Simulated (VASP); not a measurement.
Input of a VASP 6.6.1 run:

INCAR

```
  ALGO = Fast
  EDIFF = 1E-6
  ENCUT = 520
  GGA = PE
  ISIF = 2
  ISMEAR = 0
  ISPIN = 2
  LASPH = True
  LCHARG = False
  LMAXMIX = 4
  LORBIT = 11
  LREAL = False
  LWAVE = False
  MAGMOM = 0 0 0 5
  NBANDS = 38
  NELM = 150
  PREC = Accurate
  SIGMA = 0.1
```

KPOINTS

```
k-points
0
Gamma
  12 12 12
```

POSCAR

```
MnGa3
1.0
    0.0000000000      3.2467030344      3.2467030344
    3.2467030344      0.0000000000      3.2467030344
    3.2467030344      3.2467030344      0.0000000000
Ga Mn
3 1
Direct
    0.2500000000      0.2500000000      0.2500000000
    0.7500000000      0.7500000000      0.7500000000
    0.5000000000      0.5000000000      0.5000000000
    0.0000000000      0.0000000000      0.0000000000
```

Potentials or basis: VASP PAW PBE potentials, release 64 (Ga_d, Mn_pv).

Command:

```bash
$ cat potpaw_PBE.64/Ga_d/POTCAR potpaw_PBE.64/Mn_pv/POTCAR > POTCAR
$ mpirun -np 1 vasp_std > vasp.out
```

Problem. Estimate the net moment.

Solution. 3.74 μB per cell.

Problem. Predict the site moments.

Solution. Ga -0.03, -0.00 (each value once); Mn +3.62 μB.

Problem. What does it give for the pressure?

Solution. 0.1 GPa.
